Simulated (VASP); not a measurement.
CaNi2P2O2: single point with r2SCAN

CaNi2P2O2:

```xyz
7
Lattice="2.5457 4.4093 0.0000 -2.5457 4.4093 0.0000 0.0000 0.0000 7.5388" Properties=species:S:1:pos:R:3 pbc="T T T"
Ni    0.0003    5.8789    5.2772
Ni   -0.0003    2.9397    2.2617
O     0.0003    5.8789    3.3925
O    -0.0003    2.9397    4.1464
Ca    0.0000    0.0000    0.0000
P     0.0003    5.8789    1.8847
P    -0.0003    2.9397    5.6541
```

- Program: VASP 6.6.1
- Task: single point
- Functional: r2SCAN
- Potentials or basis: VASP PAW PBE potentials, release 64 (Ni, O, Ca_sv, P)
- Cutoff: 520 eV
- k mesh: 6 × 6 × 4
- Occupations: methfessel-paxton, width 0.0146 eV
- Spin: no spin polarisation

| Item | Value |
| --- | --- |
| Pressure | -9.3 GPa |
| Largest force | 2.067 eV/Å |
| Band gap on the k mesh | zero (bands 26 and 27 overlap by 1.01 eV) |
| Valence electrons inside the program's atomic spheres | Ni 8.92; O 5.14; Ca 7.98; P 2.38 |

Forces in eV/Å, atoms in the order of the input:
```
Ni   0.001  0.000  0.082
Ni  -0.001  0.000 -0.082
O   -0.001  0.000  2.067
O    0.001  0.000 -2.067
Ca   0.000  0.000  0.000
P    0.001 -0.001 -1.085
P   -0.001  0.001  1.085
```

Stress tensor (GPa, compression positive):
```
-11.68   0.00   0.00
  0.00 -11.68   0.00
  0.00   0.00  -4.42
```

Levels at points of the mesh, in eV from the Fermi level:
```tsv
k point	band 22	band 23	band 24	band 25	band 26	band 27	band 28	band 29	band 30	band 31
(0.00, 0.00, 0.00)	-0.40	-0.40	-0.33	0.80	0.80	0.86	0.86	1.18	1.31	1.69
(0.50, 0.00, 0.00)	-0.46	-0.36	-0.20	-0.09	-0.06	-0.03	0.85	1.61	2.74	3.24
(0.00, 0.50, 0.00)	-0.46	-0.36	-0.20	-0.09	-0.06	-0.03	0.85	1.61	2.74	3.24
(0.00, 0.00, 0.50)	-0.51	-0.44	-0.44	0.29	0.29	0.83	0.98	1.28	1.28	2.65
(0.50, 0.00, 0.50)	-0.54	-0.42	-0.32	-0.18	-0.14	-0.10	0.82	1.25	2.79	3.46
(0.00, 0.50, 0.50)	-0.54	-0.42	-0.32	-0.18	-0.14	-0.10	0.82	1.25	2.79	3.46
```

Wall time 14 min on 1 thread of Intel(R) Xeon(R) Platinum 8488C (Sapphire Rapids) (shared host), peak memory 0.51 GiB.

Caveat: the cell stands under tension; the PAW data sets were made with another functional, which shifts forces and pressure a little; the run has no spin polarisation, though such a crystal can be magnetic. With open d or f shells a metallic result of r2SCAN can be an artefact of self-interaction; +U or a hybrid may open a gap.
